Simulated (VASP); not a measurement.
# Si3As (R-3m) in VASP: relaxation of cell and atoms with PBE

Aim: the relaxation of cell and atoms of Si3As with PBE.

Everything below comes from runs of VASP 6.6.1. Logs are shortened: lines on timing, memory, paths and dates and some standing lists are left out, and cuts for length are marked.

## Step 1: The cell of the first run

The typed cell holds 8 atoms: a = 5.150 Å, b = 5.150 Å, c = 5.150 Å, α = 90.00°, β = 90.00°, γ = 90.00°.

## Step 2: Relaxation of cell and atoms, PBE

INCAR

```
SYSTEM = Si3As
ALGO = Normal ; EDIFF = 1E-6
EDIFFG = -0.01 ; ENCUT = 600
GGA = PE ; IBRION = 2
ISIF = 3 ; ISMEAR = 0
LASPH = .True. ; LCHARG = .False.
LREAL = .False. ; LWAVE = .False.
NELM = 80 ; NSW = 100
PREC = Accurate ; SIGMA = 0.1
```

KPOINTS

```
k-points
0
Gamma
  8 8 8
  0 0 0
```

POSCAR

```
Si3As
1.0
    3.6416542483      2.1025100605      2.9731346594
   -3.6416542483      2.1025100605      2.9731346594
    0.0000000000     -4.2050201211      2.9731346594
Si As
6 2
Direct
    0.7500480576      0.2499319666      0.7500480576
    0.7500480576      0.7500480576      0.2499319666
    0.2499319666      0.7500480576      0.7500480576
    0.2499519424      0.7500680334      0.2499519424
    0.7500680334      0.2499519424      0.2499519424
    0.2499519424      0.2499519424      0.7500680334
    0.2501218309      0.2501218309      0.2501218309
    0.7498781691      0.7498781691      0.7498781691
```

Potentials or basis: VASP PAW PBE potentials, release 64 (Si, As).

On the command line:

```
> cat potpaw_PBE.64/Si/POTCAR potpaw_PBE.64/As/POTCAR > POTCAR
> mpirun -np 1 vasp_std > vasp.out
```

OUTCAR:

```text
SYSTEM = Si3As
   EDIFF = 1E-6
   EDIFFG = -0.01
   ENCUT = 600
   GGA = PE
   IBRION = 2
   ISIF = 3
   ISMEAR = 0
   LASPH = .True.
   LREAL = .False.
   NELM = 80
   NSW = 100
   PREC = Accurate

 ion  position               nearest neighbor table
   1  0.750  0.250  0.750-   6 2.57   5 2.57   8 2.57   8 2.58   6 2.58   5 2.58
   2  0.750  0.750  0.250-   4 2.57   5 2.57   8 2.57   8 2.58   5 2.58   4 2.58
   3  0.250  0.750  0.750-   6 2.57   4 2.57   8 2.57   8 2.58   6 2.58   4 2.58
   4  0.250  0.750  0.250-   2 2.57   3 2.57   7 2.57   7 2.58   2 2.58   3 2.58
   5  0.750  0.250  0.250-   2 2.57   1 2.57   7 2.57   7 2.58   2 2.58   1 2.58
   6  0.250  0.250  0.750-   1 2.57   3 2.57   7 2.57   7 2.58   1 2.58   3 2.58
   7  0.250  0.250  0.250-   4 2.57   5 2.57   6 2.57   4 2.58   5 2.58   6 2.58
   8  0.750  0.750  0.750-   1 2.57   3 2.57   2 2.57   1 2.58   3 2.58   2 2.58

  LATTYP: Found a trigonal (rhomboedric) cell.
 ALAT       =     5.1499246520
 COS(alpha) =    -0.0000590990

  Lattice vectors:

 A1 = (   3.6416542483,   2.1025100605,   2.9731346594)
 A2 = (  -3.6416542483,   2.1025100605,   2.9731346594)
 A3 = (   0.0000000000,  -4.2050201211,   2.9731346594)

Analysis of symmetry for initial positions (statically):
=====================================================================
 Subroutine PRICEL returns:
 Original cell was already a primitive cell.

 Routine SETGRP: Setting up the symmetry group for a
 trigonal (rhombohedral) supercell.

 Subroutine GETGRP returns: Found 12 space group operations
 (whereof 12 operations were pure point group operations)
 out of a pool of 12 trial point group operations.

The static configuration has the point symmetry D_3d.

Analysis of symmetry for dynamics (positions and initial velocities):
=====================================================================
 Subroutine PRICEL returns:
 Original cell was already a primitive cell.

 Routine SETGRP: Setting up the symmetry group for a
 trigonal (rhombohedral) supercell.

 Subroutine GETGRP returns: Found 12 space group operations
 (whereof 12 operations were pure point group operations)
 out of a pool of 12 trial point group operations.

The dynamic configuration has the point symmetry D_3d.

 Subroutine INISYM returns: Found 12 space group operations
 (whereof 12 operations are pure point group operations),
 and found     1 'primitive' translations

----------------------------------------------------------------------------------------

                                     Primitive cell

  volume of cell :     136.5849

  direct lattice vectors                    reciprocal lattice vectors
     3.641654248  2.102510061  2.973134659     0.137300239  0.079270330  0.112115115
    -3.641654248  2.102510061  2.973134659    -0.137300239  0.079270330  0.112115115
     0.000000000 -4.205020121  2.973134659     0.000000000 -0.158540660  0.112115115

  length of vectors
     5.149924652  5.149924652  5.149924652     0.194177599  0.194177599  0.194177599

  position of ions in fractional coordinates (direct lattice)
     0.750048058  0.249931967  0.750048058
     0.750048058  0.750048058  0.249931967
     0.249931967  0.750048058  0.750048058
     0.249951942  0.750068033  0.249951942
     0.750068033  0.249951942  0.249951942
     0.249951942  0.249951942  0.750068033
     0.250121831  0.250121831  0.250121831
     0.749878169  0.749878169  0.749878169

  ion indices of the primitive-cell ions
   primitive index   ion index
[... 89 lines left out ...]
   TEBEG  =    0.0;   TEEND  =   0.0 temperature during run
   PSTRESS=    0.0 pullay stress
   NELECT =      34.0000    total number of electrons
   NUPDOWN=      -1.0000    fix difference up-down
   EMIN   =  10.00;   EMAX   =-10.00  energy-range for DOS
   EFERMI =   0.00;   METHOD = LEGACY
   ISMEAR =     0;   SIGMA  =   0.10  broadening in eV -4-tet -1-fermi 0-gaus
   EFERMI_NEDOS =   21; number of points for ismear=-14 and -15
   IALGO  =     38    algorithm
   IMIX   =      4    mixing-type and parameters
     AMIX     =   0.40;   BMIX     =  1.00
     AMIX_MAG =   1.60;   BMIX_MAG =  1.00
  volume/ion in A,a.u.               =      17.07       115.22
  Fermi-wavevector in a.u.,A,eV,Ry     =   1.029833  1.946103 14.429749  1.060557
  Thomas-Fermi vector in A             =   2.163901
   LORBIT       =      0    0 simple, 1 ext, 2 COOP (PROOUT), +10 PAW based schemes
   GGA     = PE    functional components
   LHFCALC =     F    Hartree Fock is set to
   AEXX    =    0.0000 exact exchange contribution
   IVDW    =     0    specifies the selected vdW correction
   LEPSILON=     F    determine dielectric tensor
   LRPA    =     F    only Hartree local field effects (RPA)
 conjugate gradient relaxation of ions
 non-spin polarized calculation
 Gauss-broadening in eV      SIGMA  =   0.10
  energy-cutoff  :      600.00
  volume of cell :      136.58
 maximum number of plane-waves:      4632
 NGX is ok and might be reduce to    42
   NGX = 21   NGY = 21   NGZ = 21

--------------------------------------- Ionic step        1  -------------------------------------------

 number of electron      33.9999996 magnetization

 Free energy of the ion-electron system (eV)
  ---------------------------------------------------
  ext. energy  EPLUGINS =         0.00000000
  ---------------------------------------------------
  free energy    TOTEN  =       -39.68036311 eV

  energy without entropy =      -39.66188214  energy(sigma->0) =      -39.67112262

------------------------ aborting loop because EDIFF is reached ----------------------------------------

  FORCE on cell =-STRESS in cart. coord.  units (eV):
  Direction    XX          YY          ZZ          XY          YZ          ZX
  --------------------------------------------------------------------------------------
  -------------------------------------------------------------------------------------
  Total        0.1666454      0.1666454      0.1701148     -0.0000000     -0.0000000      0.0000000
  in kB        1.9547950      1.9547950      1.9954921     -0.0000000     -0.0000000      0.0000000
  external PRESSURE =       1.9683607 kB  Pullay stress =       0.0000000 kB

 VOLUME and BASIS-vectors are now :
 -----------------------------------------------------------------------------
  energy-cutoff  :      600.00
  volume of cell :      136.58
      direct lattice vectors                 reciprocal lattice vectors
     3.641654248  2.102510061  2.973134659     0.137300239  0.079270330  0.112115115
    -3.641654248  2.102510061  2.973134659    -0.137300239  0.079270330  0.112115115
     0.000000000 -4.205020121  2.973134659     0.000000000 -0.158540660  0.112115115

 POSITION                                       TOTAL-FORCE (eV/Angst)
 -----------------------------------------------------------------------------------
      1.82125     -1.05150      5.20307        -0.000568      0.000328     -0.001514
      0.00000      2.10300      5.20307         0.000000     -0.000655     -0.001514
     -1.82125     -1.05150      5.20307         0.000568      0.000328     -0.001514
     -1.82125      1.05150      3.71633         0.000568     -0.000328      0.001514
      1.82125      1.05150      3.71633        -0.000568     -0.000328      0.001514
      0.00000     -2.10300      3.71633         0.000000      0.000655      0.001514
      0.00000     -0.00000      2.23094         0.000000      0.000000     -0.001288
      0.00000     -0.00000      6.68847         0.000000     -0.000000      0.001288
 -----------------------------------------------------------------------------------
    total drift:                                0.000000      0.000000     -0.000000

  FREE ENERGIE OF THE ION-ELECTRON SYSTEM (eV)
  ---------------------------------------------------
  free  energy   TOTEN  =       -39.6803631065 eV

  energy  without entropy=      -39.6618821363  energy(sigma->0) =      -39.67112262

--------------------------------------- Ionic step        2  -------------------------------------------

 number of electron      33.9999996 magnetization

 Free energy of the ion-electron system (eV)
  ---------------------------------------------------
  ext. energy  EPLUGINS =         0.00000000
  ---------------------------------------------------
  free energy    TOTEN  =       -39.68049205 eV

  energy without entropy =      -39.66159063  energy(sigma->0) =      -39.67104134

 E-fermi :   7.5170     XC(G=0): -10.5603

 val. band max:        7.5144535139   @ k =  -0.3750   0.2500   0.2500
 cond. band min:       7.5505592017   @ k =   0.5000   0.2500   0.0000
 fundamental gap:      0.0361056878
 Fermi energy:         7.5169742069

 k-point     1 :       0.0000    0.0000    0.0000
  band No.  band energies     occupation
      1      -6.3510      2.00000
      2      -3.9368      2.00000
      3      -0.8878      2.00000
      4      -0.8878      2.00000
      5       0.9008      2.00000
      6       0.9175      2.00000
[... 589 lines left out ...]
     21      10.9318      0.00000
     22      11.3241      0.00000

 [... further k-points ...]
[... 5 lines left out ...]
  --------------------------------------------------------------------------------------
  -------------------------------------------------------------------------------------
  Total       -0.0784749     -0.0784749     -0.0758636      0.0000000      0.0000000      0.0000000
  in kB       -0.9177424     -0.9177424     -0.8872046      0.0000000      0.0000000      0.0000000
  external PRESSURE =      -0.9075631 kB  Pullay stress =       0.0000000 kB

 VOLUME and BASIS-vectors are now :
 -----------------------------------------------------------------------------
  energy-cutoff  :      600.00
  volume of cell :      137.00
      direct lattice vectors                 reciprocal lattice vectors
     3.645313845  2.104622929  2.976184645     0.137162401  0.079190749  0.112000219
    -3.645313845  2.104622929  2.976184645    -0.137162401  0.079190749  0.112000219
     0.000000000 -4.209245859  2.976184645     0.000000000 -0.158381498  0.112000219

 POSITION                                       TOTAL-FORCE (eV/Angst)
 -----------------------------------------------------------------------------------
      1.82305     -1.05254      5.20833        -0.000386      0.000223     -0.001126
      0.00000      2.10508      5.20833        -0.000000     -0.000446     -0.001126
     -1.82305     -1.05254      5.20833         0.000386      0.000223     -0.001126
     -1.82305      1.05254      3.72022         0.000386     -0.000223      0.001126
      1.82305      1.05254      3.72022        -0.000386     -0.000223      0.001126
      0.00000     -2.10508      3.72022         0.000000      0.000446      0.001126
      0.00000     -0.00000      2.23316        -0.000000      0.000000     -0.001204
      0.00000     -0.00000      6.69539         0.000000     -0.000000      0.001204
 -----------------------------------------------------------------------------------
    total drift:                                0.000000      0.000000     -0.000000

  FREE ENERGIE OF THE ION-ELECTRON SYSTEM (eV)
  ---------------------------------------------------
  free  energy   TOTEN  =       -39.6804920493 eV

  energy  without entropy=      -39.6615906279  energy(sigma->0) =      -39.67104134

 reached required accuracy - stopping structural energy minimisation
```

Wall time 7.7 min (1 thread of Intel Xeon 8259CL, shared host); peak memory 0.4 GiB.

Results:

```yaml
Free_energy: -39.6805 eV
Relaxed_volume: 17.12 Å³/atom
Relaxed_cell: a = 5.155 Å, b = 5.155 Å, c = 5.155 Å, α = 90.00°, β = 90.00°, γ = 90.00°
Space_group_after_relaxing_to_0.1_Å: Im-3m (No. 229)
Energy_gained_by_relaxing: 0.0 meV/atom
Ionic_steps: 2
Pressure_after_relaxing: -0.1 GPa
Band_gap_on_the_k_mesh: zero (bands 17 and 18 overlap by 2.06 eV)
```

The path:
```csv
step,energy change (eV),largest force (eV/Å),pressure (GPa),volume (Å³)
1,0.0000,0.0016,0.20,136.58
2,-0.0001,0.0012,-0.09,137.00
```

Final structure:
```
CELL_PARAMETERS angstrom
3.64531 2.10462 2.97618
-3.64531 2.10462 2.97618
0.00000 -4.20925 2.97618
ATOMIC_POSITIONS crystal
Si 0.75004 0.24993 0.75004
Si 0.75004 0.75004 0.24993
Si 0.24993 0.75004 0.75004
Si 0.24996 0.75007 0.24996
Si 0.75007 0.24996 0.24996
Si 0.24996 0.24996 0.75007
As 0.25011 0.25011 0.25011
As 0.74989 0.74989 0.74989
```

The gap in the log of VASP goes by the Fermi energy; the results here count the filled bands.